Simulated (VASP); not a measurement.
Runs of VASP 6.6.1 on CaO. The structure is that of space group Fm-3m (No. 225), or close to it. The cells are those of the table. 

```csv
task,cell,cutoff (eV),gap on the mesh (eV),pressure (GPa)
relaxation of cell and atoms,"relaxed to 10 GPa from a = 3.329 Å, angles 60.0, 60.0, 90.0°, 2 atoms",600,(a),10.0
relaxation of cell and atoms,"relaxed to 4 GPa from a = 3.329 Å, angles 60.0, 60.0, 90.0°, 2 atoms",600,(b),4.0
relaxation of cell and atoms,"relaxed to 2 GPa from a = 3.329 Å, angles 60.0, 60.0, 90.0°, 2 atoms",600,3.41,2.0
single point,"a = 3.255 Å, angles 60.0, 60.0, 90.0°, 2 atoms",520,3.35,11.3
```

Alike in all rows: level LDA; potentials or basis VASP PAW LDA potentials, release 64 (Ca_sv, O); no spin polarisation; k mesh 8 × 8 × 8; smearing gaussian 0.01 eV.

Q: Fill in the values left out.

A: (a) 3.36; (b) 3.40.

Caveats: the cell is relaxed towards a set pressure, so the enthalpy falls and the energy may rise (some runs).

A k mesh can miss the band edges.
